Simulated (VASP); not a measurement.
# Mo (Im-3m) in VASP: a series of runs

Mo is run at these levels: PBE, PBE+U; tasks: single point.

Everything below comes from runs of VASP 6.6.1. Logs are shortened: lines on timing, memory, paths and dates and some standing lists are left out, and cuts for length are marked.

## Step 1: The cell of the first run

Symmetry: Im-3m, No. 229, cubic system. The conventional cell has a = 3.163 Å, b = 3.163 Å, c = 3.163 Å, α = 90.00°, β = 90.00°, γ = 90.00°. Mo (site symmetry m-3m) has 14 Mo at 2.74 to 3.16 Å within 3.6 Å.

## Step 2: Single point, PBE

INCAR

```
PREC = Accurate
ENCUT = 500
EDIFF = 1E-6
ISMEAR = -1
SIGMA = 0.1
LREAL = F
LASPH = T
NELM = 120
ALGO = Normal
ISIF = 2
LWAVE = F
LCHARG = T
GGA = PE
LELF = T
LVHAR = T
NBANDS = 13
GGA_COMPAT = F
```

KPOINTS

```
regular mesh
0
Gamma
  8 8 8
```

POSCAR

```
Mo
1.0
   -1.5812802973      1.5812802973      1.5812802973
    1.5812802973     -1.5812802973      1.5812802973
    1.5812802973      1.5812802973     -1.5812802973
Mo
1
Direct
    0.0000000000      0.0000000000      0.0000000000
```

Potentials or basis: VASP PAW PBE potentials, release 64 (Mo_sv).

On the command line:

```
$ cat potpaw_PBE.64/Mo_sv/POTCAR > POTCAR
$ mpirun -np 1 vasp_std > vasp.out
```

OUTCAR:

```text
PREC = Accurate
   ENCUT = 500
   EDIFF = 1E-6
   ISMEAR = -1
   LREAL = F
   LASPH = T
   NELM = 120
   ISIF = 2
   GGA = PE

 ion  position               nearest neighbor table
   1  0.000  0.000  0.000-

  LATTYP: Found a body centered cubic cell.
 ALAT       =     3.1625605946

  Lattice vectors:

 A1 = (  -1.5812802973,   1.5812802973,   1.5812802973)
 A2 = (   1.5812802973,  -1.5812802973,   1.5812802973)
 A3 = (   1.5812802973,   1.5812802973,  -1.5812802973)

Analysis of symmetry for initial positions (statically):
=====================================================================
 Subroutine PRICEL returns:
 Original cell was already a primitive cell.

 Routine SETGRP: Setting up the symmetry group for a
 body centered cubic supercell.

 Subroutine GETGRP returns: Found 48 space group operations
 (whereof 48 operations were pure point group operations)
 out of a pool of 48 trial point group operations.

The static configuration has the point symmetry O_h .

Analysis of symmetry for dynamics (positions and initial velocities):
=====================================================================
 Subroutine PRICEL returns:
 Original cell was already a primitive cell.

 Routine SETGRP: Setting up the symmetry group for a
 body centered cubic supercell.

 Subroutine GETGRP returns: Found 48 space group operations
 (whereof 48 operations were pure point group operations)
 out of a pool of 48 trial point group operations.

The dynamic configuration has the point symmetry O_h .

 Subroutine INISYM returns: Found 48 space group operations
 (whereof 48 operations are pure point group operations),
 and found     1 'primitive' translations

----------------------------------------------------------------------------------------

                                     Primitive cell

  volume of cell :      15.8156

  direct lattice vectors                    reciprocal lattice vectors
    -1.581280297  1.581280297  1.581280297     0.000000000  0.316199475  0.316199475
     1.581280297 -1.581280297  1.581280297     0.316199475  0.000000000  0.316199475
     1.581280297  1.581280297 -1.581280297     0.316199475  0.316199475  0.000000000

  length of vectors
     2.738857816  2.738857816  2.738857816     0.447173586  0.447173586  0.447173586

  position of ions in fractional coordinates (direct lattice)
     0.000000000  0.000000000  0.000000000

  ion indices of the primitive-cell ions
   primitive index   ion index
                 1           1

----------------------------------------------------------------------------------------

 KPOINTS: regular mesh

Automatic generation of k-mesh.
 Grid dimensions read from file:
 generate k-points for:    8    8    8

 Generating k-lattice:

  Cartesian coordinates                     Fractional coordinates (reciprocal lattice)
     0.000000000  0.039524934  0.039524934     0.125000000  0.000000000  0.000000000
     0.039524934  0.000000000  0.039524934     0.000000000  0.125000000  0.000000000
     0.039524934  0.039524934  0.000000000     0.000000000  0.000000000  0.125000000

  Length of vectors
     0.055896698  0.055896698  0.055896698

  Shift w.r.t. Gamma in fractional coordinates (k-lattice)
     0.000000000  0.000000000  0.000000000

 Subroutine IBZKPT returns following result:
 ===========================================

 Found     29 irreducible k-points:

 Following reciprocal coordinates:
            Coordinates               Weight
  0.000000  0.000000  0.000000      1.000000
  0.125000  0.000000  0.000000     12.000000
  0.250000  0.000000  0.000000     12.000000
  0.375000  0.000000  0.000000     12.000000
  0.500000  0.000000  0.000000      6.000000
  0.125000  0.125000  0.000000     24.000000
[... 16 lines left out ...]
 -0.250000  0.250000  0.250000      6.000000
 -0.375000  0.375000  0.250000     24.000000
 [... further k-points ...]
   k-points           NKPTS =     29   k-points in BZ     NKDIM =     29   number of bands    NBANDS=     13
   number of dos      NEDOS =    301   number of ions     NIONS =      1
   total plane-waves  NPLWV =   8000
   dimension x,y,z NGX =    20 NGY =   20 NGZ =   20
   dimension x,y,z NGXF=    40 NGYF=   40 NGZF=   40
   ions per type =               1
   NGX,Y,Z   is equivalent  to a cutoff of  12.14, 12.14, 12.14 a.u.
   NGXF,Y,Z  is equivalent  to a cutoff of  24.28, 24.28, 24.28 a.u.
 SYSTEM =  unknown system
   PREC   = accura    normal or accurate (medium, high low for compatibility)
   ISTART =      0    job   : 0-new  1-cont  2-samecut
   ICHARG =      2    charge: 1-file 2-atom 10-const
   ISPIN  =      1    spin polarized calculation?
   LNONCOLLINEAR =      F non collinear calculations
   LSORBIT =      F    spin-orbit coupling
   LASPH  =      T    aspherical Exc in radial PAW
   ENCUT  =  500.0 eV  36.75 Ry    6.06 a.u.   4.99  4.99  4.99*2*pi/ulx,y,z
   NELM   =    120;   NELMIN=  2; NELMDL= -5     # of ELM steps
   EDIFF  = 0.1E-05   stopping-criterion for ELM
   LREAL  =      F    real-space projection
   EDIFFG = 0.1E-04   stopping-criterion for IOM
   NSW    =      0    number of steps for IOM
   IBRION =     -1    ionic relax: 0-MD 1-quasi-New 2-CG
   NFREE  =      0    steps in history (QN), initial steepest desc. (CG)
   ISIF   =      2    stress and relaxation
   ISYM   =      2    0-nonsym 1-usesym 2-fastsym
   POTIM  = 0.5000    time-step for ionic-motion
   TEBEG  =    0.0;   TEEND  =   0.0 temperature during run
   PSTRESS=    0.0 pullay stress
   NELECT =      14.0000    total number of electrons
   NUPDOWN=      -1.0000    fix difference up-down
   EMIN   =  10.00;   EMAX   =-10.00  energy-range for DOS
   EFERMI =   0.00;   METHOD = LEGACY
   ISMEAR =    -1;   SIGMA  =   0.10  broadening in eV -4-tet -1-fermi 0-gaus
   EFERMI_NEDOS =   21; number of points for ismear=-14 and -15
   IALGO  =     38    algorithm
   IMIX   =      4    mixing-type and parameters
     AMIX     =   0.40;   BMIX     =  1.00
     AMIX_MAG =   1.60;   BMIX_MAG =  1.00
  volume/ion in A,a.u.               =      15.82       106.73
  Fermi-wavevector in a.u.,A,eV,Ry     =   1.571889  2.970440 33.617769  2.470836
  Thomas-Fermi vector in A             =   2.673406
   LORBIT       =      0    0 simple, 1 ext, 2 COOP (PROOUT), +10 PAW based schemes
   GGA     = PE    functional components
   LHFCALC =     F    Hartree Fock is set to
   AEXX    =    0.0000 exact exchange contribution
   IVDW    =     0    specifies the selected vdW correction
   LEPSILON=     F    determine dielectric tensor
   LRPA    =     F    only Hartree local field effects (RPA)
 non-spin polarized calculation
  energy-cutoff  :      500.00
  volume of cell :       15.82
 maximum number of plane-waves:       420
   NGX =  9   NGY =  9   NGZ =  9

 number of electron      14.0000004 magnetization

 Free energy of the ion-electron system (eV)
  ---------------------------------------------------
  ext. energy  EPLUGINS =         0.00000000
  ---------------------------------------------------
  free energy    TOTEN  =       -10.92704007 eV

  energy without entropy =      -10.90028893  energy(sigma->0) =      -10.91366450

 E-fermi :  12.2988     XC(G=0): -13.3246

 val. band max:       12.2806176645   @ k =  -0.2500   0.2500   0.1250
 cond. band min:      12.3862984616   @ k =   0.3750   0.0000   0.0000
 fundamental gap:      0.1056807971
 Fermi energy:        12.2988228645

 k-point     1 :       0.0000    0.0000    0.0000
  band No.  band energies     occupation
      1     -48.8733      2.00000
      2     -22.1661      2.00000
      3     -22.1661      2.00000
      4     -22.1661      2.00000
      5       5.2090      2.00000
      6      11.0647      1.99999
      7      11.0647      1.99999
      8      11.0647      1.99999
      9      14.0470      0.00000
     10      14.0470      0.00000
     11      27.2195      0.00000
     12      27.2195      0.00000
     13      27.2195      0.00000

 k-point     2 :       0.1250    0.0000    0.0000
  band No.  band energies     occupation
      1     -48.8370      2.00000
      2     -22.3757      2.00000
      3     -22.2312      2.00000
      4     -22.1676      2.00000
      5       5.8610      2.00000
      6      10.7072      2.00000
      7      10.9759      2.00000
      8      11.6950      1.99524
      9      13.6218      0.00000
     10      14.0653      0.00000
     11      27.6230      0.00000
     12      28.3228      0.00000
     13      28.3397      0.00000

 k-point     3 :       0.2500    0.0000    0.0000
  band No.  band energies     occupation
      1     -48.7485      2.00000
      2     -22.8635      2.00000
      3     -22.3854      2.00000
      4     -22.1714      2.00000
      5       7.1702      2.00000
      6       9.9509      2.00000
      7      10.8599      2.00000
      8      13.4437      0.00002
      9      13.5252      0.00001
     10      14.2047      0.00000
     11      27.1676      0.00000
     12      28.4567      0.00000
     13      31.3086      0.00000
[... 305 lines left out ...]
 k-point    23 :      -0.2500    0.2500    0.2500
  band No.  band energies     occupation
      1     -48.6415      2.00000
      2     -22.8891      2.00000
      3     -22.6236      2.00000
      4     -22.6236      2.00000
      5       8.6780      2.00000
      6       9.7879      2.00000
      7      11.7943      1.98721
      8      11.7943      1.98721
      9      13.2659      0.00013
     10      15.7760      0.00000
     11      27.5420      0.00000
     12      30.5524      0.00000
     13      30.8584      0.00000

 k-point    24 :      -0.3750    0.3750    0.2500
  band No.  band energies     occupation
      1     -48.5647      2.00000
      2     -23.1685      2.00000
      3     -22.7865      2.00000
      4     -22.6635      2.00000
      5       8.5271      2.00000
      6       9.0807      2.00000
      7      11.7894      1.98781
      8      12.6122      0.08351
      9      15.2469      0.00000
     10      17.3281      0.00000
     11      26.0673      0.00000
     12      28.0858      0.00000
     13      29.1749      0.00000

 [... further k-points ...]

------------------------ aborting loop because EDIFF is reached ----------------------------------------

  FORCE on cell =-STRESS in cart. coord.  units (eV):
  Direction    XX          YY          ZZ          XY          YZ          ZX
  --------------------------------------------------------------------------------------
  -------------------------------------------------------------------------------------
  Total        0.0519971      0.0519971      0.0519971      0.0000000     -0.0000000     -0.0000000
  in kB        5.2674830      5.2674830      5.2674830      0.0000000     -0.0000000     -0.0000000
  external PRESSURE =       5.2674830 kB  Pullay stress =       0.0000000 kB

 VOLUME and BASIS-vectors are now :
 -----------------------------------------------------------------------------
  energy-cutoff  :      500.00
  volume of cell :       15.82
      direct lattice vectors                 reciprocal lattice vectors
    -1.581280297  1.581280297  1.581280297     0.000000000  0.316199475  0.316199475
     1.581280297 -1.581280297  1.581280297     0.316199475  0.000000000  0.316199475
     1.581280297  1.581280297 -1.581280297     0.316199475  0.316199475  0.000000000

 POSITION                                       TOTAL-FORCE (eV/Angst)
 -----------------------------------------------------------------------------------
      0.00000      0.00000      0.00000        -0.000000     -0.000000      0.000000
 -----------------------------------------------------------------------------------
    total drift:                                0.000000     -0.000000      0.000000

  FREE ENERGIE OF THE ION-ELECTRON SYSTEM (eV)
  ---------------------------------------------------
  free  energy   TOTEN  =       -10.9270400664 eV

  energy  without entropy=      -10.9002889271  energy(sigma->0) =      -10.91366450
```

Run time: 4 s. Hardware: 1 thread of Intel Xeon Platinum 8488C (Sapphire Rapids), shared host; peak memory 0.12 GiB.

Results:

```
Free energy            : -10.9270 eV
Pressure               : 0.5 GPa
Band gap on the k mesh : zero (band 7 reaches 16.32 eV, above the bottom of band 8 at 11.06 eV)
```

## Step 3: Single point, PBE

INCAR

```
SYSTEM = Mo
  PREC = Accurate
  ENCUT = 500
  EDIFF = 1E-6
  ISMEAR = 1
  SIGMA = 0.1
  LREAL = .False.
  LASPH = .True.
  NELM = 120
  ALGO = Normal
  ISIF = 2
  LWAVE = .False.
  LCHARG = .False.
  GGA = PE
  NBANDS = 13
  GGA_COMPAT = .False.
```

KPOINTS

```
regular mesh
0
Gamma
  8 8 8
  0 0 0
```

POSCAR

```
Mo
1.0
   -1.5821827444      1.5821827444      1.5821827444
    1.5821827444     -1.5821827444      1.5821827444
    1.5821827444      1.5821827444     -1.5821827444
Mo
1
Direct
    0.0000000000      0.0000000000      0.0000000000
```

Potentials or basis: VASP PAW PBE potentials, release 64 (Mo_sv).

On the command line:

```
$ cat potpaw_PBE.64/Mo_sv/POTCAR > POTCAR
$ mpirun -np 1 vasp_std > vasp.out
```

Run time: 4.5 s. Hardware: 1 thread of Intel Xeon Platinum 8488C (Sapphire Rapids), shared host; peak memory 0.12 GiB.

Results (log left out):

```yaml
Free_energy: -10.9131 eV
Pressure: 0.3 GPa
Band_gap_on_the_k_mesh: zero (band 7 reaches 16.27 eV, above the bottom of band 8 at 11.03 eV)
```

Levels at points of the mesh, in eV from the Fermi level:
```tsv
k point	band 4	band 5	band 6	band 7	band 8	band 9	band 10	band 11
(0.00, 0.00, 0.00)	-34.45	-7.05	-1.21	-1.21	-1.21	1.77	1.77	14.95
(0.50, 0.00, 0.00)	-34.46	-5.11	-3.21	1.71	1.79	2.40	4.78	11.57
(0.50, 0.50, 0.50)	-35.38	-5.20	-5.20	4.03	4.03	4.03	9.10	9.10
```

(Continued in part 2 of 2.)
